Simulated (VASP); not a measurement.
# KRb2P6Pb (Fm-3m) in VASP: single point with PBE

Aim: the single point of KRb2P6Pb with PBE.

Everything below comes from runs of VASP 6.6.1. Logs are shortened: lines on timing, memory, paths and dates and some standing lists are left out, and cuts for length are marked.

## (1) The cell of the first run

It takes space group Fm-3m (No. 225, cubic). Conventional cell: a = 10.035 Å, b = 10.035 Å, c = 10.035 Å, α = 90.00°, β = 90.00°, γ = 90.00°. P (site symmetry 4mm) has 1 Pb at 2.36 Å and 1 K at 2.66 Å within 3.1 Å. K (site symmetry m-3m) has 6 P at 2.66 Å within 3.5 Å. Within 4.7 Å of Rb (site symmetry -43m) lie 12 P at 3.55 Å and 4 K at 4.35 Å and 4 Pb at 4.35 Å. Pb (site symmetry m-3m) has 6 P at 2.36 Å within 3.1 Å.

## (2) Single point, PBE

Contents of INCAR:

```
PREC = Accurate ; ENCUT = 520
EDIFF = 1E-6 ; ISMEAR = -1
SIGMA = 0.1 ; LREAL = False
LASPH = True ; NELM = 100
ALGO = Normal ; ISIF = 2
LWAVE = False ; LCHARG = False
GGA = PE ; NBANDS = 46
```

Contents of KPOINTS:

```
Automatic mesh
0
Gamma
  6 6 6
```

Contents of POSCAR:

```
KRb2P6Pb
1.0
    0.0000000000      5.0176170000      5.0176170000
    5.0176170000      0.0000000000      5.0176170000
    5.0176170000      5.0176170000      0.0000000000
P K Rb Pb
6 1 2 1
Direct
    0.7650000000      0.2350000000      0.2350000000
    0.2350000000      0.7650000000      0.2350000000
    0.2350000000      0.7650000000      0.7650000000
    0.7650000000      0.2350000000      0.7650000000
    0.2350000000      0.2350000000      0.7650000000
    0.7650000000      0.7650000000      0.2350000000
    0.5000000000      0.5000000000      0.5000000000
    0.2500000000      0.2500000000      0.2500000000
    0.7500000000      0.7500000000      0.7500000000
    0.0000000000      0.0000000000      0.0000000000
```

Potentials or basis: VASP PAW PBE potentials, release 64 (P, K_sv, Rb_sv, Pb_d).

Launch:

```sh
$ cat potpaw_PBE.64/P/POTCAR potpaw_PBE.64/K_sv/POTCAR potpaw_PBE.64/Rb_sv/POTCAR potpaw_PBE.64/Pb_d/POTCAR > POTCAR
$ mpirun -np 1 vasp_std > vasp.out
```

OUTCAR:

```text
PREC = Accurate
   ENCUT = 520
   EDIFF = 1E-6
   ISMEAR = -1
   LREAL = False
   LASPH = True
   NELM = 100
   ISIF = 2
   GGA = PE

 ion  position               nearest neighbor table
   1  0.765  0.235  0.235-  10 2.36   7 2.66   9 3.55   8 3.55   9 3.55   8 3.55
   2  0.235  0.765  0.235-  10 2.36   7 2.66   9 3.55   8 3.55   9 3.55   8 3.55
   3  0.235  0.765  0.765-  10 2.36   7 2.66   9 3.55   9 3.55   8 3.55   8 3.55
   4  0.765  0.235  0.765-  10 2.36   7 2.66   9 3.55   9 3.55   8 3.55   8 3.55
   5  0.235  0.235  0.765-  10 2.36   7 2.66   9 3.55   8 3.55   9 3.55   8 3.55
   6  0.765  0.765  0.235-  10 2.36   7 2.66   9 3.55   9 3.55   8 3.55   8 3.55
   7  0.500  0.500  0.500-   1 2.66   2 2.66   3 2.66   4 2.66   5 2.66   6 2.66   8 4.35   8 4.35
                             9 4.35   9 4.35   9 4.35   9 4.35   8 4.35   8 4.35
   8  0.250  0.250  0.250-   1 3.55   4 3.55   6 3.55   2 3.55   3 3.55   6 3.55   3 3.55   4 3.55
                             5 3.55   1 3.55   2 3.55   5 3.55  10 4.35  10 4.35   7 4.35   7 4.35
   9  0.750  0.750  0.750-   3 3.55   4 3.55   6 3.55   1 3.55   2 3.55   6 3.55   1 3.55   4 3.55
                             5 3.55   2 3.55   3 3.55   5 3.55   7 4.35   7 4.35  10 4.35  10 4.35
  10  0.000  0.000  0.000-   1 2.36   2 2.36   3 2.36   4 2.36   5 2.36   6 2.36   9 4.35   9 4.35
                             8 4.35   8 4.35   9 4.35   8 4.35   9 4.35   8 4.35

  LATTYP: Found a face centered cubic cell.
 ALAT       =    10.0352340000

  Lattice vectors:

 A1 = (   0.0000000000,   5.0176170000,   5.0176170000)
 A2 = (   5.0176170000,   0.0000000000,   5.0176170000)
 A3 = (   5.0176170000,   5.0176170000,   0.0000000000)

Analysis of symmetry for initial positions (statically):
=====================================================================
 Subroutine PRICEL returns:
 Original cell was already a primitive cell.

 Routine SETGRP: Setting up the symmetry group for a
 face centered cubic supercell.

 Subroutine GETGRP returns: Found 48 space group operations
 (whereof 48 operations were pure point group operations)
 out of a pool of 48 trial point group operations.

The static configuration has the point symmetry O_h .

Analysis of symmetry for dynamics (positions and initial velocities):
=====================================================================
 Subroutine PRICEL returns:
 Original cell was already a primitive cell.

 Routine SETGRP: Setting up the symmetry group for a
 face centered cubic supercell.

 Subroutine GETGRP returns: Found 48 space group operations
 (whereof 48 operations were pure point group operations)
 out of a pool of 48 trial point group operations.

The dynamic configuration has the point symmetry O_h .

 Subroutine INISYM returns: Found 48 space group operations
 (whereof 48 operations are pure point group operations),
[... 117 lines left out ...]
   EFERMI =   0.00;   METHOD = LEGACY
   ISMEAR =    -1;   SIGMA  =   0.10  broadening in eV -4-tet -1-fermi 0-gaus
   EFERMI_NEDOS =   21; number of points for ismear=-14 and -15
   IALGO  =     38    algorithm
   IMIX   =      4    mixing-type and parameters
     AMIX     =   0.40;   BMIX     =  1.00
     AMIX_MAG =   1.60;   BMIX_MAG =  1.00
  volume/ion in A,a.u.               =      25.27       170.50
  Fermi-wavevector in a.u.,A,eV,Ry     =   1.072309  2.026371 15.644624  1.149847
  Thomas-Fermi vector in A             =   2.208076
   LORBIT       =      0    0 simple, 1 ext, 2 COOP (PROOUT), +10 PAW based schemes
   GGA     = PE    functional components
   LHFCALC =     F    Hartree Fock is set to
   AEXX    =    0.0000 exact exchange contribution
   IVDW    =     0    specifies the selected vdW correction
   LEPSILON=     F    determine dielectric tensor
   LRPA    =     F    only Hartree local field effects (RPA)
 non-spin polarized calculation
  energy-cutoff  :      520.00
  volume of cell :      252.65
 maximum number of plane-waves:      6855
 NGX is ok and might be reduce to    54
   NGX = 27   NGY = 27   NGZ = 27

 number of electron      70.9999996 magnetization

 Free energy of the ion-electron system (eV)
  ---------------------------------------------------
  ext. energy  EPLUGINS =         0.00000000
  ---------------------------------------------------
  free energy    TOTEN  =       -26.62939720 eV

  energy without entropy =      -26.24272948  energy(sigma->0) =      -26.43606334

 E-fermi :   3.2632     XC(G=0):  -9.1391

 val. band max:        3.2542635287   @ k =   0.3333   0.0000   0.0000
 cond. band min:       3.2671495773   @ k =  -0.3333   0.3333   0.1667
 fundamental gap:      0.0128860486
 Fermi energy:         3.2632263585

 k-point     1 :       0.0000    0.0000    0.0000
  band No.  band energies     occupation
      1     -26.2676      2.00000
      2     -22.5083      2.00000
      3     -22.5017      2.00000
      4     -14.9983      2.00000
      5     -14.9983      2.00000
      6     -14.3821      2.00000
[... 773 lines left out ...]
     45       9.4518      0.00000
     46       9.6316      0.00000

------------------------ aborting loop because EDIFF is reached ----------------------------------------

  FORCE on cell =-STRESS in cart. coord.  units (eV):
  Direction    XX          YY          ZZ          XY          YZ          ZX
  --------------------------------------------------------------------------------------
  -------------------------------------------------------------------------------------
  Total       20.8000126     20.8000126     20.8000126      0.0000000      0.0000000      0.0000000
  in kB      131.9020852    131.9020852    131.9020852      0.0000000      0.0000000      0.0000000
  external PRESSURE =     131.9020852 kB  Pullay stress =       0.0000000 kB

 VOLUME and BASIS-vectors are now :
 -----------------------------------------------------------------------------
  energy-cutoff  :      520.00
  volume of cell :      252.65
      direct lattice vectors                 reciprocal lattice vectors
     0.000000000  5.017617000  5.017617000    -0.099648897  0.099648897  0.099648897
     5.017617000  0.000000000  5.017617000     0.099648897 -0.099648897  0.099648897
     5.017617000  5.017617000  0.000000000     0.099648897  0.099648897 -0.099648897

 POSITION                                       TOTAL-FORCE (eV/Angst)
 -----------------------------------------------------------------------------------
      2.35828      5.01762      5.01762         1.799762      0.000000      0.000000
      5.01762      2.35828      5.01762        -0.000000      1.799762      0.000000
      7.67695      5.01762      5.01762        -1.799762      0.000000      0.000000
      5.01762      7.67695      5.01762        -0.000000     -1.799762      0.000000
      5.01762      5.01762      2.35828        -0.000000      0.000000      1.799762
      5.01762      5.01762      7.67695        -0.000000      0.000000     -1.799762
      5.01762      5.01762      5.01762        -0.000000      0.000000      0.000000
      2.50881      2.50881      2.50881        -0.000000     -0.000000      0.000000
      7.52643      7.52643      7.52643        -0.000000      0.000000      0.000000
      0.00000      0.00000      0.00000        -0.000000      0.000000      0.000000
 -----------------------------------------------------------------------------------
    total drift:                                0.000000      0.000000      0.000000

  FREE ENERGIE OF THE ION-ELECTRON SYSTEM (eV)
  ---------------------------------------------------
  free  energy   TOTEN  =       -26.6293971984 eV

  energy  without entropy=      -26.2427294764  energy(sigma->0) =      -26.43606334
```

Run time: 4.2 min. Hardware: 1 thread of Intel Xeon Platinum 8259CL at 2.50GHz (Skylake/Cascade Lake), shared host; peak memory 0.5 GiB.

Results:

* Free energy: -26.6294 eV
* Pressure: 13.2 GPa
* Largest force: 1.800 eV/Å

Forces in eV/Å, atoms in the order of the input:
```
P    1.800  0.000  0.000
P    0.000  1.800  0.000
P   -1.800  0.000  0.000
P    0.000 -1.800  0.000
P    0.000  0.000  1.800
P    0.000  0.000 -1.800
K    0.000  0.000  0.000
Rb   0.000  0.000  0.000
Rb   0.000  0.000  0.000
Pb   0.000  0.000  0.000
```

Caveat: spin-orbit coupling is left out, which moves the levels of the heavy elements; forces of over 1 eV/Å act on the atoms, so gaps and moduli don't describe the material at rest.
